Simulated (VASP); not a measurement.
Set up this calculation in VASP 6.6.1, as the native input.

| Property | Result |
| --- | --- |
| Task | single point |
| Functional | LDA |
| Potentials or basis | VASP PAW LDA potentials, release 64 (Pt) |
| Cutoff | 520 eV |
| k mesh | 21 × 21 × 10 |
| Occupations | gaussian, width 0.15 eV |
| Spin | collinear spin, ferromagnetic start |
| Starting moments | [0.15, 0.15] μB |
| Fixed moment | 0.3 μB |
| Dipole correction | no |
| Further INCAR settings | ALGO = Normal; EDIFF = 1e-06; NBANDS = 21 |

The structure of Pt lies in POSCAR:

```
Pt
1.0
    2.7082945876      0.0000000000      0.0000000000
   -1.3541472938      2.3454519138      0.0000000000
    0.0000000000      0.0000000000      4.6765103647
Pt
2
Direct
    0.6666666667      0.3333333333      0.7500000000
    0.3333333333      0.6666666667      0.2500000000
```

These files were run (other wordings do the same):

INCAR

```
PREC = Accurate
ENCUT = 520
EDIFF = 1E-6
ISMEAR = 0
SIGMA = 0.15
LREAL = F
LASPH = T
NELM = 150
ALGO = Normal
ISIF = 2
LWAVE = F
LCHARG = F
ISPIN = 2
MAGMOM = 0.15 0.15
LORBIT = 11
NUPDOWN = 0.3
LMAXMIX = 4
GGA = CA
NBANDS = 21
```

KPOINTS

```
Automatic mesh
0
Gamma
  21 21 10
```

Potentials or basis: VASP PAW LDA potentials, release 64 (Pt).

The run is started by

```console
$ cat potpaw_LDA.64/Pt/POTCAR > POTCAR
$ mpirun -np 1 vasp_std > vasp.out
```

It gave:

```
Pressure                                              : 1.0 GPa
Net moment                                            : 0.30 μB per cell
Site moments                                          : Pt +0.15 μB
Valence electrons inside the program's atomic spheres : Pt 9.36
```

Caveat: the total moment is fixed, so each spin has its own Fermi level.

It took 3.3 min on 1 thread of Oxide Virtual Turin-like Processor, on a shared host, peak memory 0.29 GiB.
